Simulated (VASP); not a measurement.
Write the native input for VASP 6.6.1 that does the following.

* Task: single point
* Functional: LDA
* Potentials or basis: VASP PAW LDA potentials, release 64 (Mn_pv, S)
* Cutoff: 520 eV
* k mesh: 6 × 6 × 6, shifted
* Occupations: methfessel-paxton, width 0.1 eV
* Spin: collinear spin, ferromagnetic start
* Starting moments: [2.8, 0.0] μB
* Hubbard terms: Mn d U = 4.5 eV
* Dipole correction: no
* Further INCAR settings: ALGO = Normal; EDIFF = 1e-06; NBANDS = 20

The structure of MnS lies in POSCAR:

```
MnS
1.0
    3.0990400000      0.0000000000      0.0000000000
    0.0000000000      3.0990400000      0.0000000000
    0.0000000000      0.0000000000      3.0990400000
Mn S
1 1
Direct
    0.5000000000      0.5000000000      0.5000000000
    0.0000000000      0.0000000000      0.0000000000
```

The input as run:

INCAR

```
SYSTEM = MnS
PREC = Accurate
ENCUT = 520
EDIFF = 1E-6
ISMEAR = 1
SIGMA = 0.1
LREAL = .FALSE.
LASPH = .TRUE.
NELM = 150
ALGO = Normal
ISIF = 2
LWAVE = .FALSE.
LCHARG = .FALSE.
ISPIN = 2
MAGMOM = 2.8 0
LORBIT = 11
LMAXMIX = 4
LDAU = .TRUE.
LDAUTYPE = 2
LDAUL = 2 -1
LDAUU = 4.5 0
LDAUJ = 0 0
LDAUPRINT = 1
NBANDS = 20
```

KPOINTS

```
Automatic mesh
0
Gamma
  6 6 6
  0.5 0.5 0.5
```

Potentials or basis: VASP PAW LDA potentials, release 64 (Mn_pv, S).

The run is started by

```sh
$ cat potpaw_LDA.64/Mn_pv/POTCAR potpaw_LDA.64/S/POTCAR > POTCAR
$ mpirun -np 1 vasp_std > vasp.out
```

It gave:

```
Pressure                                              : 8.5 GPa
Net moment                                            : 4.78 μB per cell
Site moments                                          : Mn +4.42; S +0.10 μB
Valence electrons inside the program's atomic spheres : Mn 11.36; S 3.76
```

Caveat: the cell stands under pressure; a cell with one magnetic atom can't hold antiferromagnetic order, which such compounds often take.

Run time: 11 s on 1 thread of Intel Xeon 8259CL, with other jobs on the host, peak memory 0.14 GiB.
